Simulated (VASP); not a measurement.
Here is a VASP 6.6.1 calculation.

File POSCAR:

```
Ni
1.0
    0.0000000000      2.5072019934      2.5072019934
    2.5072019934      0.0000000000      2.5072019934
    2.5072019934      2.5072019934      0.0000000000
Ni
2
Direct
    0.1250000000      0.1250000000      0.1250000000
    0.8750000000      0.8750000000      0.8750000000
```

File INCAR.step1:

```
SYSTEM = Ni
  PREC = Accurate
  ENCUT = 520
  ISMEAR = -1
  SIGMA = 0.1
  LREAL = .FALSE.
  LASPH = .TRUE.
  NELM = 80
  NBANDS = 17
  GGA = PE
  ALGO = Normal
  EDIFF = 1E-4
  LWAVE = .TRUE.
  LCHARG = .FALSE.
```

INCAR.step2

```
SYSTEM = Ni
  PREC = Accurate
  ENCUT = 520
  EDIFF = 1E-6
  ISMEAR = -1
  SIGMA = 0.1
  LREAL = .FALSE.
  LASPH = .TRUE.
  NELM = 80
  ALGO = Normal
  ISIF = 2
  LWAVE = .FALSE.
  LCHARG = .FALSE.
  METAGGA = R2SCAN
  LMIXTAU = .TRUE.
  NBANDS = 17
  ISTART = 1
```

Contents of KPOINTS:

```
regular mesh
0
G
  18 18 18
  0 0 0
```

Potentials or basis: VASP PAW PBE potentials, release 64 (Ni).

Launch:

```sh
$ cat potpaw_PBE.64/Ni/POTCAR > POTCAR
$ cp INCAR.step1 INCAR
$ mpirun -np 1 vasp_std > vasp.out
$ cp INCAR.step2 INCAR
$ mpirun -np 1 vasp_std > vasp.out
```

(1) Estimate the pressure.

(2) Predict the band gap on the k mesh.

## Answers

(1) 0.1 GPa.

(2) zero (band 10 reaches 4.95 eV, above the bottom of band 11 at 4.63 eV).

Caveat: the PAW data sets were made with another functional, which shifts forces and pressure a little; the run has no spin polarisation, though such a crystal can be magnetic.
